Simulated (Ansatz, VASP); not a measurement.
# One calculation of Os, two programs

```xyz
2
Lattice="2.7341 0.0000 0.0000 -1.3671 2.3678 0.0000 0.0000 0.0000 4.3197" Properties=species:S:1:pos:R:3 pbc="T T T"
Os    1.3671    0.7893    3.2398
Os    0.0000    1.5785    1.0799
```

Alike in both runs: task relaxation of cell and atoms; functional PBE; k mesh 11 × 11 × 6; occupations fermi-dirac, width 0.05 eV; no spin polarisation.

```csv
,VASP,Ansatz
version,VASP 6.6.1,Ansatz 0.2.0
potentials or method,"VASP PAW PBE potentials, release 64 (Os_sv_GW)",Ansatz PAW
plane-wave cutoff (eV),630,420
valence electrons in the cell,32,32
```

Ansatz gave:

```
gap on the k mesh at the Fermi level, each at its own relaxed structure (eV) : none
relaxed volume (Å³/atom)                                                     : 14.28
relaxed cell length with the largest relative difference (Å)                 : 2.754
```

Q: What did VASP give for the same quantities?

A: gap on the k mesh at the Fermi level, each at its own relaxed structure (eV): none; relaxed volume (Å³/atom): 14.27; relaxed cell length with the largest relative difference (Å): 2.752.

A gap of «none» marks a metal or a gap that the smearing closes.

Neither program's run includes spin-orbit coupling. Noted on Ansatz's run: the plane-wave basis is chosen anew once the cell has moved, so the energies of steps on either side of that aren't comparable.
